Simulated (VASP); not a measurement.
# ScIr2 (Fd-3m) in VASP: further runs, part 2 of 2

VASP 6.6.1. The steps go on from the part before.

### 4 Single point, LDA

This run uses another cell than the first one, of 16.53 Å³/atom.

INCAR reads:

```
ALGO = Normal ; EDIFF = 1E-6
ENCUT = 560 ; GGA_COMPAT = False
ISIF = 2 ; ISMEAR = 0
LASPH = True ; LCHARG = False
LREAL = False ; LWAVE = False
NBANDS = 54 ; NELM = 120
PREC = Accurate ; SIGMA = 0.1
```

KPOINTS reads:

```
k-points
0
Gamma
  6 6 6
```

POSCAR reads:

```
ScIr2
1.0
    0.0000000000      3.6740000000      3.6740000000
    3.6740000000      0.0000000000      3.6740000000
    3.6740000000      3.6740000000      0.0000000000
Sc Ir
2 4
Direct
    0.0000000000      0.0000000000      0.0000000000
    0.2500000000      0.2500000000      0.2500000000
    0.6250000000      0.6250000000      0.6250000000
    0.1250000000      0.6250000000      0.6250000000
    0.6250000000      0.6250000000      0.1250000000
    0.6250000000      0.1250000000      0.6250000000
```

Potentials or basis: VASP PAW LDA potentials, release 64 (Sc_sv, Ir_sv_GW).

The run is started by

```bash
> cat potpaw_LDA.64/Sc_sv/POTCAR potpaw_LDA.64/Ir_sv_GW/POTCAR > POTCAR
> mpirun -np 1 vasp_std > vasp.out
```

OUTCAR:

```text
EDIFF = 1E-6
   ENCUT = 560
   ISIF = 2
   ISMEAR = 0
   LASPH = True
   LREAL = False
   NELM = 120
   PREC = Accurate

 ion  position               nearest neighbor table
   1  0.000  0.000  0.000-   3 3.05   5 3.05   6 3.05   3 3.05   4 3.05   5 3.05   3 3.05   4 3.05
                             6 3.05   4 3.05   5 3.05   6 3.05   2 3.18   2 3.18   2 3.18   2 3.18
   2  0.250  0.250  0.250-   4 3.05   5 3.05   6 3.05   3 3.05   4 3.05   6 3.05   3 3.05   4 3.05
                             5 3.05   3 3.05   5 3.05   6 3.05   1 3.18   1 3.18   1 3.18   1 3.18
   3  0.625  0.625  0.625-   4 2.60   5 2.60   6 2.60   5 2.60   6 2.60   4 2.60   1 3.05   2 3.05
                             1 3.05   2 3.05   1 3.05   2 3.05
   4  0.125  0.625  0.625-   3 2.60   5 2.60   6 2.60   3 2.60   5 2.60   6 2.60   2 3.05   1 3.05
                             1 3.05   2 3.05   2 3.05   1 3.05
   5  0.625  0.625  0.125-   3 2.60   3 2.60   4 2.60   6 2.60   6 2.60   4 2.60   1 3.05   2 3.05
                             1 3.05   2 3.05   1 3.05   2 3.05
   6  0.625  0.125  0.625-   3 2.60   5 2.60   3 2.60   4 2.60   5 2.60   4 2.60   2 3.05   1 3.05
                             2 3.05   2 3.05   1 3.05   1 3.05

  LATTYP: Found a face centered cubic cell.
 ALAT       =     7.3480000000

  Lattice vectors:

 A1 = (   0.0000000000,   3.6740000000,   3.6740000000)
 A2 = (   3.6740000000,   0.0000000000,   3.6740000000)
 A3 = (   3.6740000000,   3.6740000000,   0.0000000000)

Analysis of symmetry for initial positions (statically):
=====================================================================
 Subroutine PRICEL returns:
 Original cell was already a primitive cell.

 Routine SETGRP: Setting up the symmetry group for a
 face centered cubic supercell.

 Subroutine GETGRP returns: Found 48 space group operations
 (whereof 24 operations were pure point group operations)
 out of a pool of 48 trial point group operations.

The static configuration has the point symmetry T_d .
 The point group associated with its full space group is O_h .

Analysis of symmetry for dynamics (positions and initial velocities):
[... 135 lines left out ...]
   LORBIT       =      0    0 simple, 1 ext, 2 COOP (PROOUT), +10 PAW based schemes
   GGA     = CA    functional components
   LHFCALC =     F    Hartree Fock is set to
   AEXX    =    0.0000 exact exchange contribution
   IVDW    =     0    specifies the selected vdW correction
   LEPSILON=     F    determine dielectric tensor
   LRPA    =     F    only Hartree local field effects (RPA)
 non-spin polarized calculation
 Gauss-broadening in eV      SIGMA  =   0.10
  energy-cutoff  :      560.00
  volume of cell :       99.19
 maximum number of plane-waves:      3003
   NGX = 21   NGY = 21   NGZ = 21

 number of electron      90.0000001 magnetization

 Free energy of the ion-electron system (eV)
  ---------------------------------------------------
  ext. energy  EPLUGINS =         0.00000000
  ---------------------------------------------------
  free energy    TOTEN  =       -61.42358623 eV

  energy without entropy =      -61.39649510  energy(sigma->0) =      -61.41004066

 E-fermi :   8.8437     XC(G=0): -13.0788

 val. band max:        8.8430569752   @ k =  -0.1667   0.1667   0.0000
 cond. band min:       8.8463089398   @ k =  -0.1667   0.1667   0.0000
 fundamental gap:      0.0032519646
 Fermi energy:         8.8436695696

 k-point     1 :       0.0000    0.0000    0.0000
  band No.  band energies     occupation
      1     -83.0171      2.00000
      2     -82.9363      2.00000
      3     -82.9363      2.00000
      4     -82.9363      2.00000
      5     -40.9222      2.00000
      6     -40.3112      2.00000
[... 901 lines left out ...]
     53      11.7087      0.00000
     54      11.7175      0.00000

------------------------ aborting loop because EDIFF is reached ----------------------------------------

  FORCE on cell =-STRESS in cart. coord.  units (eV):
  Direction    XX          YY          ZZ          XY          YZ          ZX
  --------------------------------------------------------------------------------------
  -------------------------------------------------------------------------------------
  Total       -4.3848455     -4.3848455     -4.3848455      0.0000000      0.0000000      0.0000000
  in kB      -70.8300293    -70.8300293    -70.8300293      0.0000000      0.0000000      0.0000000
  external PRESSURE =     -70.8300293 kB  Pullay stress =       0.0000000 kB

 VOLUME and BASIS-vectors are now :
 -----------------------------------------------------------------------------
  energy-cutoff  :      560.00
  volume of cell :       99.19
      direct lattice vectors                 reciprocal lattice vectors
     0.000000000  3.674000000  3.674000000    -0.136091453  0.136091453  0.136091453
     3.674000000  0.000000000  3.674000000     0.136091453 -0.136091453  0.136091453
     3.674000000  3.674000000  0.000000000     0.136091453  0.136091453 -0.136091453

 POSITION                                       TOTAL-FORCE (eV/Angst)
 -----------------------------------------------------------------------------------
      0.00000      0.00000      0.00000         0.000000      0.000000      0.000000
      1.83700      1.83700      1.83700        -0.000000     -0.000000     -0.000000
      4.59250      4.59250      4.59250        -0.000000      0.000000      0.000000
      4.59250      2.75550      2.75550        -0.000000      0.000000      0.000000
      2.75550      2.75550      4.59250        -0.000000      0.000000     -0.000000
      2.75550      4.59250      2.75550        -0.000000      0.000000     -0.000000
 -----------------------------------------------------------------------------------
    total drift:                                0.000000      0.000000      0.000000

  FREE ENERGIE OF THE ION-ELECTRON SYSTEM (eV)
  ---------------------------------------------------
  free  energy   TOTEN  =       -61.4235862283 eV

  energy  without entropy=      -61.3964950962  energy(sigma->0) =      -61.41004066
```

stdout:

```text
POSCAR found type information on POSCAR ScIr
 POSCAR found :  2 types and       6 ions
 scaLAPACK will be used
 LDA part: xc-table for (Slater(with rela. corr.)+CA(PZ))
 , standard interpolation
 POSCAR, INCAR and KPOINTS ok, starting setup
 FFT: planning ... GRIDC
 FFT: planning ... GRID_SOFT
 FFT: planning ... GRID
 WAVECAR not read
 entering main loop
```

Wall time 2.5 min (1 thread of Intel Xeon Platinum 8559C (Emerald Rapids), shared host); peak memory 0.25 GiB.

What came out:

```yaml
Free_energy: -61.4236 eV
Pressure: -7.1 GPa
Band_gap_on_the_k_mesh: zero (bands 45 and 46 overlap by 0.62 eV)
```

Levels at points of the mesh, in eV from the Fermi level:
```csv
k point,band 43,band 44,band 45,band 46,band 47,band 48
"(0.00, 0.00, 0.00)",-0.55,-0.55,-0.26,-0.26,-0.26,1.38
"(0.50, 0.00, 0.00)",-0.73,-0.28,-0.28,0.83,0.83,1.01
"(0.50, 0.50, 0.00)",-0.68,-0.68,-0.54,-0.54,0.44,0.44
```

Caveat: the cell stands under tension; spin-orbit coupling is left out, which moves the levels of the heavy elements.

### 5 Single point, LDA

This run uses another cell than the first one, of 17.41 Å³/atom.

INCAR reads:

```
SYSTEM = ScIr2
  PREC = Accurate
  ENCUT = 560
  EDIFF = 1E-6
  ISMEAR = 0
  SIGMA = 0.1
  LREAL = .FALSE.
  LASPH = .TRUE.
  NELM = 120
  ALGO = Normal
  ISIF = 2
  LWAVE = .FALSE.
  LCHARG = .FALSE.
  NBANDS = 54
  GGA_COMPAT = .FALSE.
```

KPOINTS reads:

```
regular mesh
0
G
  6 6 6
  0 0 0
```

Edit POSCAR of step 4 so:

```diff
@@ -2,5 +2,5 @@
 1.0
-    0.0000000000      3.6740000000      3.6740000000
-    3.6740000000      0.0000000000      3.6740000000
-    3.6740000000      3.6740000000      0.0000000000
+    0.0000000000      3.7381876177      3.7381876177
+    3.7381876177      0.0000000000      3.7381876177
+    3.7381876177      3.7381876177      0.0000000000
 Sc Ir
```

Potentials or basis: VASP PAW LDA potentials, release 64 (Sc_sv, Ir_sv_GW).

The run is started by

```bash
> cat potpaw_LDA.64/Sc_sv/POTCAR potpaw_LDA.64/Ir_sv_GW/POTCAR > POTCAR
> mpirun -np 1 vasp_std > vasp.out
```

OUTCAR:

```text
SYSTEM = ScIr2
   PREC = Accurate
   ENCUT = 560
   EDIFF = 1E-6
   ISMEAR = 0
   LREAL = .FALSE.
   LASPH = .TRUE.
   NELM = 120
   ISIF = 2

 ion  position               nearest neighbor table
   1  0.000  0.000  0.000-   3 3.10   5 3.10   6 3.10   3 3.10   4 3.10   5 3.10   3 3.10   4 3.10
                             6 3.10   4 3.10   5 3.10   6 3.10   2 3.24   2 3.24   2 3.24   2 3.24
   2  0.250  0.250  0.250-   4 3.10   5 3.10   6 3.10   3 3.10   4 3.10   6 3.10   3 3.10   4 3.10
                             5 3.10   3 3.10   5 3.10   6 3.10   1 3.24   1 3.24   1 3.24   1 3.24
   3  0.625  0.625  0.625-   4 2.64   5 2.64   6 2.64   5 2.64   6 2.64   4 2.64   1 3.10   2 3.10
                             1 3.10   2 3.10   1 3.10   2 3.10
   4  0.125  0.625  0.625-   3 2.64   5 2.64   6 2.64   3 2.64   5 2.64   6 2.64   2 3.10   1 3.10
                             1 3.10   2 3.10   2 3.10   1 3.10
   5  0.625  0.625  0.125-   3 2.64   3 2.64   4 2.64   6 2.64   6 2.64   4 2.64   1 3.10   2 3.10
                             1 3.10   2 3.10   1 3.10   2 3.10
   6  0.625  0.125  0.625-   3 2.64   5 2.64   3 2.64   4 2.64   5 2.64   4 2.64   2 3.10   1 3.10
                             2 3.10   2 3.10   1 3.10   1 3.10

  LATTYP: Found a face centered cubic cell.
 ALAT       =     7.4763752354

  Lattice vectors:

 A1 = (   0.0000000000,   3.7381876177,   3.7381876177)
 A2 = (   3.7381876177,   0.0000000000,   3.7381876177)
 A3 = (   3.7381876177,   3.7381876177,   0.0000000000)

Analysis of symmetry for initial positions (statically):
=====================================================================
 Subroutine PRICEL returns:
 Original cell was already a primitive cell.

 Routine SETGRP: Setting up the symmetry group for a
 face centered cubic supercell.

 Subroutine GETGRP returns: Found 48 space group operations
 (whereof 24 operations were pure point group operations)
 out of a pool of 48 trial point group operations.

The static configuration has the point symmetry T_d .
 The point group associated with its full space group is O_h .

Analysis of symmetry for dynamics (positions and initial velocities):
=====================================================================
 Subroutine PRICEL returns:
 Original cell was already a primitive cell.

 Routine SETGRP: Setting up the symmetry group for a
 face centered cubic supercell.

 Subroutine GETGRP returns: Found 48 space group operations
 (whereof 24 operations were pure point group operations)
 out of a pool of 48 trial point group operations.

The dynamic configuration has the point symmetry T_d .
 The point group associated with its full space group is O_h .

 Subroutine INISYM returns: Found 48 space group operations
 (whereof 24 operations are pure point group operations),
 and found     1 'primitive' translations

----------------------------------------------------------------------------------------

                                     Primitive cell

  volume of cell :     104.4752

  direct lattice vectors                    reciprocal lattice vectors
     0.000000000  3.738187618  3.738187618    -0.133754656  0.133754656  0.133754656
     3.738187618  0.000000000  3.738187618     0.133754656 -0.133754656  0.133754656
     3.738187618  3.738187618  0.000000000     0.133754656  0.133754656 -0.133754656

  length of vectors
     5.286595628  5.286595628  5.286595628     0.231669860  0.231669860  0.231669860
[... 50 lines left out ...]
  0.166667  0.166667  0.000000      6.000000
  0.333333  0.166667  0.000000     24.000000
[... 8 lines left out ...]
 -0.333333  0.333333  0.166667     24.000000
 -0.333333  0.500000  0.166667     12.000000
   k-points           NKPTS =     16   k-points in BZ     NKDIM =     16   number of bands    NBANDS=     54
   number of dos      NEDOS =    301   number of ions     NIONS =      6
   total plane-waves  NPLWV =  74088
   dimension x,y,z NGX =    42 NGY =   42 NGZ =   42
   dimension x,y,z NGXF=    84 NGYF=   84 NGZF=   84
   ions per type =               2   4
   NGX,Y,Z   is equivalent  to a cutoff of  13.21, 13.21, 13.21 a.u.
   NGXF,Y,Z  is equivalent  to a cutoff of  26.42, 26.42, 26.42 a.u.
 SYSTEM =  ScIr2
   PREC   = accura    normal or accurate (medium, high low for compatibility)
   ISTART =      0    job   : 0-new  1-cont  2-samecut
   ICHARG =      2    charge: 1-file 2-atom 10-const
   ISPIN  =      1    spin polarized calculation?
   LNONCOLLINEAR =      F non collinear calculations
   LSORBIT =      F    spin-orbit coupling
   LASPH  =      T    aspherical Exc in radial PAW
   ENCUT  =  560.0 eV  41.16 Ry    6.42 a.u.  10.20 10.20 10.20*2*pi/ulx,y,z
   NELM   =    120;   NELMIN=  2; NELMDL= -5     # of ELM steps
   EDIFF  = 0.1E-05   stopping-criterion for ELM
   LREAL  =      F    real-space projection
   EDIFFG = 0.1E-04   stopping-criterion for IOM
   NSW    =      0    number of steps for IOM
   IBRION =     -1    ionic relax: 0-MD 1-quasi-New 2-CG
   NFREE  =      0    steps in history (QN), initial steepest desc. (CG)
   ISIF   =      2    stress and relaxation
   ISYM   =      2    0-nonsym 1-usesym 2-fastsym
   POTIM  = 0.5000    time-step for ionic-motion
   TEBEG  =    0.0;   TEEND  =   0.0 temperature during run
   PSTRESS=    0.0 pullay stress
   NELECT =      90.0000    total number of electrons
   NUPDOWN=      -1.0000    fix difference up-down
   EMIN   =  10.00;   EMAX   =-10.00  energy-range for DOS
   EFERMI =   0.00;   METHOD = LEGACY
   ISMEAR =     0;   SIGMA  =   0.10  broadening in eV -4-tet -1-fermi 0-gaus
   EFERMI_NEDOS =   21; number of points for ismear=-14 and -15
   IALGO  =     38    algorithm
   IMIX   =      4    mixing-type and parameters
     AMIX     =   0.40;   BMIX     =  1.00
     AMIX_MAG =   1.60;   BMIX_MAG =  1.00
  volume/ion in A,a.u.               =      17.41       117.51
  Fermi-wavevector in a.u.,A,eV,Ry     =   1.557703  2.943631 33.013689  2.426438
  Thomas-Fermi vector in A             =   2.661314
   LORBIT       =      0    0 simple, 1 ext, 2 COOP (PROOUT), +10 PAW based schemes
   GGA     = CA    functional components
   LHFCALC =     F    Hartree Fock is set to
   AEXX    =    0.0000 exact exchange contribution
   IVDW    =     0    specifies the selected vdW correction
   LEPSILON=     F    determine dielectric tensor
   LRPA    =     F    only Hartree local field effects (RPA)
 non-spin polarized calculation
 Gauss-broadening in eV      SIGMA  =   0.10
  energy-cutoff  :      560.00
  volume of cell :      104.48
 maximum number of plane-waves:      3158
 NGX is ok and might be reduce to    42
   NGX = 21   NGY = 21   NGZ = 21

 number of electron      90.0000006 magnetization

 Free energy of the ion-electron system (eV)
  ---------------------------------------------------
  ext. energy  EPLUGINS =         0.00000000
  ---------------------------------------------------
  free energy    TOTEN  =       -61.04766250 eV

  energy without entropy =      -61.01937453  energy(sigma->0) =      -61.03351852

 E-fermi :   8.1673     XC(G=0): -12.7862

 val. band max:        8.1515155418   @ k =   0.1667   0.1667   0.0000
 cond. band min:       8.1742088680   @ k =  -0.1667   0.1667   0.0000
 fundamental gap:      0.0226933263
 Fermi energy:         8.1672877121

 k-point     1 :       0.0000    0.0000    0.0000
  band No.  band energies     occupation
      1     -83.5900      2.00000
      2     -83.5246      2.00000
      3     -83.5246      2.00000
      4     -83.5246      2.00000
      5     -41.3606      2.00000
      6     -41.0777      2.00000
[... 901 lines left out ...]
     53      10.8781      0.00000
     54      10.8862      0.00000

------------------------ aborting loop because EDIFF is reached ----------------------------------------

  FORCE on cell =-STRESS in cart. coord.  units (eV):
  Direction    XX          YY          ZZ          XY          YZ          ZX
  --------------------------------------------------------------------------------------
  -------------------------------------------------------------------------------------
  Total      -11.2204714    -11.2204714    -11.2204714      0.0000000     -0.0000000     -0.0000000
  in kB     -172.0712868   -172.0712868   -172.0712868      0.0000000     -0.0000000     -0.0000000
  external PRESSURE =    -172.0712868 kB  Pullay stress =       0.0000000 kB

 VOLUME and BASIS-vectors are now :
 -----------------------------------------------------------------------------
  energy-cutoff  :      560.00
  volume of cell :      104.48
      direct lattice vectors                 reciprocal lattice vectors
     0.000000000  3.738187618  3.738187618    -0.133754656  0.133754656  0.133754656
     3.738187618  0.000000000  3.738187618     0.133754656 -0.133754656  0.133754656
     3.738187618  3.738187618  0.000000000     0.133754656  0.133754656 -0.133754656

 POSITION                                       TOTAL-FORCE (eV/Angst)
 -----------------------------------------------------------------------------------
      0.00000      0.00000      0.00000        -0.000000     -0.000000     -0.000000
      1.86909      1.86909      1.86909         0.000000      0.000000      0.000000
      4.67273      4.67273      4.67273         0.000000      0.000000     -0.000000
      4.67273      2.80364      2.80364         0.000000      0.000000      0.000000
      2.80364      2.80364      4.67273         0.000000      0.000000      0.000000
      2.80364      4.67273      2.80364        -0.000000     -0.000000      0.000000
 -----------------------------------------------------------------------------------
    total drift:                                0.000000      0.000000      0.000000

  FREE ENERGIE OF THE ION-ELECTRON SYSTEM (eV)
  ---------------------------------------------------
  free  energy   TOTEN  =       -61.0476625023 eV

  energy  without entropy=      -61.0193745343  energy(sigma->0) =      -61.03351852
```

Wall time 4.3 min (1 thread of Intel Xeon Platinum 8375C at 2.90GHz (Ice Lake), shared host); peak memory 0.26 GiB.

What came out:

| Item | Value |
| --- | --- |
| Free energy | -61.0477 eV |
| Pressure | -17.2 GPa |
| Band gap on the k mesh | zero (bands 45 and 46 overlap by 0.58 eV) |

Caveat: the cell stands under tension; spin-orbit coupling is left out, which moves the levels of the heavy elements.

### 6 The runs side by side

| cell | gap on the mesh (eV) | pressure (GPa) |
| --- | --- | --- |
| a = 5.149 Å, angles 60.0°, 6 atoms | none | -0.7 |
| a = 5.242 Å, angles 60.0°, 6 atoms | none | -12.5 |
| a = 5.196 Å, angles 60.0°, 6 atoms | none | -7.1 |
| a = 5.287 Å, angles 60.0°, 6 atoms | none | -17.2 |

Alike in all rows: task single point; level LDA; potentials or basis VASP PAW LDA potentials, release 64 (Sc_sv, Ir_sv_GW); no spin polarisation; k mesh 6 × 6 × 6; cutoff (eV) 560; smearing gaussian 0.1 eV.

Caveats: spin-orbit coupling is left out, which moves the levels of the heavy elements; the cell stands under tension (at least some runs).

Total energies depend on the potentials used, so only differences within one code and one set of settings carry meaning.

The gap in the log of VASP goes by the Fermi energy; the results here count the filled bands.